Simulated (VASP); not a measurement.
## Mg: single point with PBEsol

Mg:

```
Mg
1.0
     2.73271   -3.56090    0.00000
     2.73271    3.56090    0.00000
     0.00000    0.00000    5.04729
Mg
4
Direct
  0.85584 0.14416 0.25000
  0.14416 0.85584 0.75000
  0.48655 0.51345 0.25000
  0.51345 0.48655 0.75000
```

This cell differs from its parent crystal: Ba replaced by Mg, lengths x 0.793, strained.

```json
{"Program": "VASP 6.6.1", "Task": "single point", "Functional": "PBEsol", "Potentials or basis": "VASP PAW PBE potentials, release 64 (Mg)", "Cutoff": "520 eV", "k mesh": "4 × 4 × 4", "Occupations": "gaussian, width 0.1 eV", "Spin": "no spin polarisation", "Dipole correction": "no", "Further INCAR settings": "ALGO = Normal; EDIFF = 1e-06; NBANDS = 12"}
```

```yaml
Pressure: 5.1 GPa
Largest_force: 1.270 eV/Å
Band_gap_on_the_k_mesh: zero (bands 4 and 5 overlap by 2.69 eV)
```

Forces in eV/Å, atoms in the order of the input:
```
Mg   0.000 -0.694  0.000
Mg   0.000  0.694  0.000
Mg   0.000  1.270  0.000
Mg   0.000 -1.270  0.000
```

Stress tensor (GPa, compression positive):
```
1.51 0.00 0.00
0.00 5.47 0.00
0.00 0.00 8.28
```

Levels at points of the mesh, in eV from the Fermi level:
```
           k point  band 1  band 2  band 3  band 4  band 5  band 6  band 7  band 8  band 9
(0.00, 0.00, 0.00)   -6.64   -1.24   -0.65    0.45    1.20    1.21    1.48    4.73    5.39
(0.50, 0.00, 0.00)   -4.98   -4.32    0.11    0.40    1.12    1.31    1.36    2.00    4.42
(0.50, 0.50, 0.00)   -4.15   -3.37   -1.78   -1.48    0.76    2.10    2.23    2.47    3.49
(0.00, 0.00, 0.50)   -5.18   -5.18    1.71    1.71    2.11    2.11    2.82    2.82    3.03
(0.50, 0.00, 0.50)   -3.59   -3.59   -2.83   -2.83    1.77    1.77    3.11    3.11    5.71
(0.50, 0.50, 0.50)   -2.71   -2.71   -2.01   -2.01   -0.43   -0.43    0.11    0.11    7.64
```

Wall time 18 s on 1 thread of AMD EPYC 7R13 Processor (Zen 3), with other jobs on the host, peak memory 0.18 GiB.

Caveat: the k points lie up to 0.36 Å⁻¹ apart, too coarse for converged energies and pressures of a metal; the cell differs from its parent crystal (Ba replaced by Mg, lengths x 0.793, strained); the PAW data sets were made with another functional, which shifts forces and pressure a little.
